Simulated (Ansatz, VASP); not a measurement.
# SnO2 in VASP and in Ansatz

```
CELL_PARAMETERS angstrom
4.76022 0.00000 0.00000
0.00000 4.76022 0.00000
0.00000 0.00000 3.20057
ATOMIC_POSITIONS crystal
Sn 0.00000 0.00000 0.00000
Sn 0.50000 0.50000 0.50000
O 0.30589 0.30589 0.00000
O 0.19411 0.80589 0.50000
O 0.69411 0.69411 0.00000
O 0.80589 0.19411 0.50000
```

Alike in both runs: functional r2SCAN; k mesh 6 × 6 × 8; occupations gaussian, width 0.02 eV; no spin polarisation.

Ansatz relaxed the structure, and its values are those at the end. VASP's run is a single point on that final structure, the one shown.

|  | VASP | Ansatz |
| --- | --- | --- |
| version | VASP 6.6.1 | Ansatz 0.2.0 |
| potentials or method | VASP PAW PBE potentials, release 64 (Sn_d, O), cutoff 520 eV | scalar-relativistic, plane waves, PAW |
| valence electrons in the cell | 52 | 52 |

Ansatz gave:

* gap on the k mesh at the Fermi level (eV): 1.77
* least direct gap on the mesh (eV): 1.77
* pressure (GPa): 0.0
* rms of the force components (eV/Å): 0.001

Question: Estimate VASP's values.

Answer: gap on the k mesh at the Fermi level (eV): 1.79; least direct gap on the mesh (eV): 1.79; pressure (GPa): 1.1; rms of the force components (eV/Å): 0.012.

VASP's potentials were made for PBE, not for r2SCAN.
